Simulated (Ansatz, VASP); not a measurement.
**Ge in VASP and in Ansatz**

```
Ge
1.0
     4.05816    0.00000    0.00000
    -2.02908    3.51447    0.00000
     0.00000    0.00000   29.22552
Ge
10
Cartesian
  0.0000 2.3430 7.5000
  2.0291 1.1715 8.3405
  2.0291 1.1715 10.8463
  0.0000 2.3430 11.6867
  0.0000 2.3430 14.1925
  2.0291 1.1715 15.0330
  2.0291 1.1715 17.5388
  0.0000 2.3430 18.3793
  0.0000 2.3430 20.8851
  2.0291 1.1715 21.7255
```

Alike in both runs: task single point; functional PBE; k mesh 9 × 9 × 1; occupations gaussian, width 0.1 eV; no spin polarisation.

```csv
,VASP,Ansatz
version,VASP 6.6.1,Ansatz 0.2.0
potentials or method,"VASP PAW PBE potentials, release 64 (Ge_d), cutoff 520 eV","scalar-relativistic, plane waves, PAW"
valence electrons in the cell,140,140
```

```csv
,VASP,Ansatz,Ansatz less VASP
gap on the k mesh at the Fermi level (eV),none,none,-
rms of the force components (eV/Å),0.069,0.069,-0.0004
```

Atom by atom the forces differ by 0.001 eV/Å (rms over components). A gap of «none» marks a metal or a gap that the smearing closes. The functional is the same, so the differences come from potentials, cutoffs and numerics. Ansatz's warnings: xc potential rough in thin density.
